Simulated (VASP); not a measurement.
Here is a VASP 6.6.1 calculation.

File INCAR:

```
PREC = Accurate
ENCUT = 400
EDIFF = 1E-8
ISMEAR = -1
SIGMA = 0.03
LREAL = F
LASPH = T
NELM = 120
ALGO = Normal
ISIF = 2
LWAVE = F
LCHARG = F
GGA = PE
LEFG = T
NBANDS = 18
GGA_COMPAT = F
```

The input KPOINTS:

```
regular mesh
0
Gamma
  9 9 5
```

Contents of POSCAR:

```
TaS2
1.0
    3.2495020570      0.0000000000      0.0000000000
   -1.6247510285      2.8141513310      0.0000000000
    0.0000000000      0.0000000000      5.8600000000
Ta S
1 2
Direct
    0.0000000000      0.0000000000      0.0000000000
    0.3333333333      0.6666666667      0.2500000000
    0.6666666667      0.3333333333      0.7500000000
```

Potentials or basis: VASP PAW PBE potentials, release 64 (Ta_pv, S).

Command:

```bash
$ cat potpaw_PBE.64/Ta_pv/POTCAR potpaw_PBE.64/S/POTCAR > POTCAR
$ mpirun -np 1 vasp_std > vasp.out
```

Problem. Predict the pressure.

Solution. 20.1 GPa.

Problem. Estimate the largest force.

Solution. 2.208 eV/Å.

Stress tensor (GPa, compression positive):
```
19.33  0.00  0.00
 0.00 19.33  0.00
 0.00  0.00 21.67
```

Caveat: the cell differs from its parent crystal (equal xx and yy strain of -3 %); without QUAD_EFG the Cq values of the log hold for a quadrupole moment of 1 mb, not for the nuclei; this functional lacks dispersion, which binds the layers, so the pressure and a relaxed spacing across them are unreliable; forces of over 1 eV/Å act on the atoms, so gaps and moduli don't describe the material at rest.
